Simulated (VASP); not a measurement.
# BN (F-43m) in VASP: notebook, part 2 of 2

VASP 6.6.1.

### 4 Single point, PBEsol

INCAR

```
  PREC = Accurate
  ENCUT = 600
  EDIFF = 1E-6
  ISMEAR = 0
  SIGMA = 0.01
  LREAL = F
  LASPH = T
  NELM = 120
  ALGO = Normal
  ISIF = 2
  LWAVE = F
  LCHARG = F
  GGA = PS
  NBANDS = 11
  GGA_COMPAT = F
```

KPOINTS

```
regular mesh
0
Gamma
  8 8 8
```

POSCAR

```
BN
1.0
    0.0000000000      1.8048254535      1.8048254535
    1.8048254535      0.0000000000      1.8048254535
    1.8048254535      1.8048254535      0.0000000000
B N
1 1
Direct
    0.0000000000      0.0000000000      0.0000000000
    0.2500000000      0.2500000000      0.2500000000
```

Potentials or basis: VASP PAW PBE potentials, release 64 (B, N).

Launch:

```sh
$ cat potpaw_PBE.64/B/POTCAR potpaw_PBE.64/N/POTCAR > POTCAR
$ mpirun -np 1 vasp_std > vasp.out
```

OUTCAR:

```text
PREC = Accurate
   ENCUT = 600
   EDIFF = 1E-6
   ISMEAR = 0
   LREAL = F
   LASPH = T
   NELM = 120
   ISIF = 2
   GGA = PS

 ion  position               nearest neighbor table
   1  0.000  0.000  0.000-   2 1.56   2 1.56   2 1.56   2 1.56
   2  0.250  0.250  0.250-   1 1.56   1 1.56   1 1.56   1 1.56

  LATTYP: Found a face centered cubic cell.
 ALAT       =     3.6096509070

  Lattice vectors:

 A1 = (   0.0000000000,   1.8048254535,   1.8048254535)
 A2 = (   1.8048254535,   0.0000000000,   1.8048254535)
 A3 = (   1.8048254535,   1.8048254535,   0.0000000000)

Analysis of symmetry for initial positions (statically):
=====================================================================
 Subroutine PRICEL returns:
 Original cell was already a primitive cell.

 Routine SETGRP: Setting up the symmetry group for a
 face centered cubic supercell.

 Subroutine GETGRP returns: Found 24 space group operations
 (whereof 24 operations were pure point group operations)
 out of a pool of 48 trial point group operations.

The static configuration has the point symmetry T_d .

Analysis of symmetry for dynamics (positions and initial velocities):
=====================================================================
 Subroutine PRICEL returns:
 Original cell was already a primitive cell.

 Routine SETGRP: Setting up the symmetry group for a
 face centered cubic supercell.

 Subroutine GETGRP returns: Found 24 space group operations
 (whereof 24 operations were pure point group operations)
 out of a pool of 48 trial point group operations.

The dynamic configuration has the point symmetry T_d .

 Subroutine INISYM returns: Found 24 space group operations
 (whereof 24 operations are pure point group operations),
 and found     1 'primitive' translations

----------------------------------------------------------------------------------------

                                     Primitive cell

  volume of cell :      11.7581
[... 111 lines left out ...]
  Fermi-wavevector in a.u.,A,eV,Ry     =   1.439880  2.720979 28.208337  2.073254
  Thomas-Fermi vector in A             =   2.558686
   LORBIT       =      0    0 simple, 1 ext, 2 COOP (PROOUT), +10 PAW based schemes
   GGA     = PS    functional components
   LHFCALC =     F    Hartree Fock is set to
   AEXX    =    0.0000 exact exchange contribution
   IVDW    =     0    specifies the selected vdW correction
   LEPSILON=     F    determine dielectric tensor
   LRPA    =     F    only Hartree local field effects (RPA)
 non-spin polarized calculation
 Gauss-broadening in eV      SIGMA  =   0.01
  energy-cutoff  :      600.00
  volume of cell :       11.76
 maximum number of plane-waves:       399
   NGX = 11   NGY = 11   NGZ = 11

 number of electron       7.9999999 magnetization

 Free energy of the ion-electron system (eV)
  ---------------------------------------------------
  ext. energy  EPLUGINS =         0.00000000
  ---------------------------------------------------
  free energy    TOTEN  =       -18.35044848 eV

  energy without entropy =      -18.35044848  energy(sigma->0) =      -18.35044848

 E-fermi :   7.4577     XC(G=0): -13.0379

 val. band max:        7.4177597665   @ k =   0.0000   0.0000   0.0000
 cond. band min:      11.6987947544   @ k =   0.5000   0.5000   0.0000
 fundamental gap:      4.2810349879
 Fermi energy:         7.4576663490

 k-point     1 :       0.0000    0.0000    0.0000
  band No.  band energies     occupation
      1     -12.8862      2.00000
      2       7.4178      2.00000
      3       7.4178      2.00000
      4       7.4178      2.00000
      5      16.1999      0.00000
      6      16.1999      0.00000
      7      16.1999      0.00000
      8      17.7576      0.00000
      9      32.0109      0.00000
     10      35.1599      0.00000
     11      35.1599      0.00000
[... 309 lines left out ...]
 k-point    24 :      -0.3750    0.2500    0.1250
  band No.  band energies     occupation
      1      -7.8828      2.00000
      2      -2.3974      2.00000
      3       2.5483      2.00000
      4       3.9202      2.00000
      5      16.8723      0.00000
      6      18.5628      0.00000
      7      21.8139      0.00000
      8      23.1721      0.00000
      9      26.7137      0.00000
     10      33.2154      0.00000
     11      34.8213      0.00000

 [... further k-points ...]
[... 5 lines left out ...]
  --------------------------------------------------------------------------------------
  -------------------------------------------------------------------------------------
  Total       -0.0691970     -0.0691970     -0.0691970      0.0000000      0.0000000      0.0000000
  in kB       -9.4289244     -9.4289244     -9.4289244      0.0000000      0.0000000      0.0000000
  external PRESSURE =      -9.4289244 kB  Pullay stress =       0.0000000 kB

 VOLUME and BASIS-vectors are now :
 -----------------------------------------------------------------------------
  energy-cutoff  :      600.00
  volume of cell :       11.76
      direct lattice vectors                 reciprocal lattice vectors
     0.000000000  1.804825453  1.804825453    -0.277035100  0.277035100  0.277035100
     1.804825453  0.000000000  1.804825453     0.277035100 -0.277035100  0.277035100
     1.804825453  1.804825453  0.000000000     0.277035100  0.277035100 -0.277035100

 POSITION                                       TOTAL-FORCE (eV/Angst)
 -----------------------------------------------------------------------------------
      0.00000      0.00000      0.00000        -0.000000     -0.000000     -0.000000
      0.90241      0.90241      0.90241         0.000000      0.000000      0.000000
 -----------------------------------------------------------------------------------
    total drift:                                0.000000      0.000000      0.000000

  FREE ENERGIE OF THE ION-ELECTRON SYSTEM (eV)
  ---------------------------------------------------
  free  energy   TOTEN  =       -18.3504484816 eV

  energy  without entropy=      -18.3504484816  energy(sigma->0) =      -18.35044848
```

Wall time 6.4 s (1 thread of Intel Xeon Platinum 8259CL at 2.50GHz (Skylake/Cascade Lake), shared host); peak memory 0.12 GiB.

Results:

```
Free energy            : -18.3504 eV
Pressure               : -0.9 GPa
Band gap on the k mesh : 4.28 eV, indirect (least direct gap 8.78 eV)
```

Caveat: the PAW data sets were made with another functional, which shifts forces and pressure a little. A k mesh can miss the band edges.

### 5 Single point, PBEsol

INCAR

```
ALGO = Normal ; EDIFF = 1E-6
ENCUT = 600 ; GGA = PS
GGA_COMPAT = False ; ISIF = 2
ISMEAR = 1 ; LASPH = True
LCHARG = False ; LREAL = False
LWAVE = False ; NBANDS = 11
NELM = 120 ; PREC = Accurate
SIGMA = 0.001
```

KPOINTS

```
k-points
0
Gamma
  8 8 8
```

POSCAR is that of step 4.

Launch:

```sh
$ cat potpaw_PBE.64/B/POTCAR potpaw_PBE.64/N/POTCAR > POTCAR
$ mpirun -np 1 vasp_std > vasp.out
```

Run time: 4.6 s. Hardware: 1 thread of Intel Xeon Platinum 8259CL at 2.50GHz (Skylake/Cascade Lake), shared host; peak memory 0.11 GiB.

Results (log left out):

| Item | Value |
| --- | --- |
| Free energy | -18.3504 eV |
| Pressure | -0.9 GPa |
| Band gap on the k mesh | 4.28 eV, indirect (least direct gap 8.78 eV) |

Levels at points of the mesh, in eV from the valence-band top:
```
           k point  band 1  band 2  band 3  band 4  band 5  band 6  band 7  band 8  band 9
(0.00, 0.00, 0.00)  -20.30    0.00    0.00    0.00    8.78    8.78    8.78   10.34   24.59
(0.50, 0.00, 0.00)  -16.01  -10.82   -1.96   -1.96   10.15   10.65   10.65   15.12   23.25
(0.50, 0.50, 0.00)  -14.63   -8.99   -4.96   -4.96    4.28    9.12   17.94   17.94   20.69
```

Caveat: the PAW data sets were made with another functional, which shifts forces and pressure a little. A k mesh can miss the band edges.

### 6 Overview

```tsv
level	potentials or basis	k mesh	smearing	gap on the mesh (eV)	pressure (GPa)
PBE	VASP PAW PBE potentials, release 64 (B, N)	4 × 4 × 4	gaussian 0.01 eV	4.44	5.4
LDA	VASP PAW LDA potentials, release 64 (B, N)	4 × 4 × 4	gaussian 0.01 eV	4.32	-8.0
PBEsol	VASP PAW PBE potentials, release 64 (B, N)	8 × 8 × 8	gaussian 0.01 eV	4.28	-0.9
PBEsol	VASP PAW PBE potentials, release 64 (B, N)	8 × 8 × 8	methfessel-paxton 0.001 eV	4.28	-0.9
```

Alike in all rows: task single point; no spin polarisation; cell as given; cutoff (eV) 600.

Caveats: some runs use coarse meshes; the PAW data sets were made with another functional, which shifts forces and pressure a little (some runs).

Total energies depend on the potentials used, so only differences within one code and one set of settings carry meaning.
